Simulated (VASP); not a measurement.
Input of a VASP 6.6.1 run:

File POSCAR:

```
Pt
1.0
    2.7606660000      0.0000000000      0.0000000000
   -1.3803330000      2.3908070000      0.0000000000
    0.0000000000      0.0000000000      4.7921340000
Pt
2
Direct
    0.6666666667      0.3333333333      0.7500000000
    0.3333333333      0.6666666667      0.2500000000
```

Contents of INCAR.step1:

```
SYSTEM = Pt
PREC = Accurate ; ENCUT = 550
ISMEAR = -1 ; SIGMA = 0.1
LREAL = .False. ; LASPH = .True.
NELM = 120 ; NBANDS = 17
GGA = PE ; ALGO = Normal
EDIFF = 1E-5 ; LWAVE = .True.
LCHARG = .False. ; GGA_COMPAT = .False.
```

Contents of INCAR.step2:

```
SYSTEM = Pt
PREC = Accurate ; ENCUT = 550
EDIFF = 1E-6 ; ISMEAR = -1
SIGMA = 0.1 ; LREAL = .False.
LASPH = .True. ; NELM = 120
ALGO = Normal ; ISIF = 2
LWAVE = .False. ; LCHARG = .True.
METAGGA = R2SCAN ; LMIXTAU = .True.
LELF = .True. ; LVHAR = .True.
NBANDS = 17 ; ISTART = 1
GGA_COMPAT = .False.
```

Contents of KPOINTS:

```
Automatic mesh
0
Gamma
  8 8 4
  0 0 0
```

Potentials or basis: VASP PAW PBE potentials, release 64 (Pt).

Command:

```console
$ cat potpaw_PBE.64/Pt/POTCAR > POTCAR
$ cp INCAR.step1 INCAR
$ mpirun -np 1 vasp_std > vasp.out
$ cp INCAR.step2 INCAR
$ mpirun -np 1 vasp_std > vasp.out
```

(1) What does it give for the pressure?

(2) Estimate the band gap on the k mesh.

Answers

(1) -5.2 GPa.

(2) zero (band 10 reaches 10.62 eV, above the bottom of band 11 at 9.24 eV).

Caveat: the PAW data sets were made with another functional, which shifts forces and pressure a little; spin-orbit coupling is left out, which moves the levels of the heavy elements.
